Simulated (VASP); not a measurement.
Write the native input for VASP 6.6.1 that does the following.

```
Task                   : single point
Functional             : PBE
Potentials or basis    : VASP PAW PBE potentials, release 64 (Ni)
Cutoff                 : 520 eV
k mesh                 : 15 × 15 × 8
Occupations            : fermi-dirac, width 0.05 eV
Spin                   : collinear spin, ferromagnetic start
Starting moments       : [1.5, 1.5] μB
Dipole correction      : no
Further INCAR settings : ALGO = Normal; EDIFF = 1e-06; NBANDS = 21
```

The structure of Ni lies in POSCAR:

```
Ni
1.0
    2.5259854492      0.0000000000      0.0000000000
   -1.2629927246      2.1875675686      0.0000000000
    0.0000000000      0.0000000000      4.1521409461
Ni
2
Direct
    0.3333333333      0.6666666667      0.2500000000
    0.6666666667      0.3333333333      0.7500000000
```

This isn't the form of Ni at room conditions, which is fcc.

One way to write it, as run:

INCAR

```
PREC = Accurate ; ENCUT = 520
EDIFF = 1E-6 ; ISMEAR = -1
SIGMA = 0.05 ; LREAL = False
LASPH = True ; NELM = 150
ALGO = Normal ; ISIF = 2
LWAVE = False ; LCHARG = False
ISPIN = 2 ; MAGMOM = 1.5 1.5
LORBIT = 11 ; LMAXMIX = 4
GGA = PE ; NBANDS = 21
```

KPOINTS

```
regular mesh
0
Gamma
  15 15 8
```

Potentials or basis: VASP PAW PBE potentials, release 64 (Ni).

Run with:

```console
$ cat potpaw_PBE.64/Ni/POTCAR > POTCAR
$ mpirun -np 1 vasp_std > vasp.out
```

Results of the run:

```json
{
 "Pressure": "-8.5 GPa",
 "Net moment": "1.31 μB per cell",
 "Site moments": "Ni +0.67 μB",
 "Valence electrons inside the program's atomic spheres": "Ni 9.22"
}
```

Caveat: the cell stands under tension.

Wall time 47 s on 1 thread of Intel(R) Xeon(R) 6975P-C (Granite Rapids), on a shared host, peak memory 0.21 GiB.
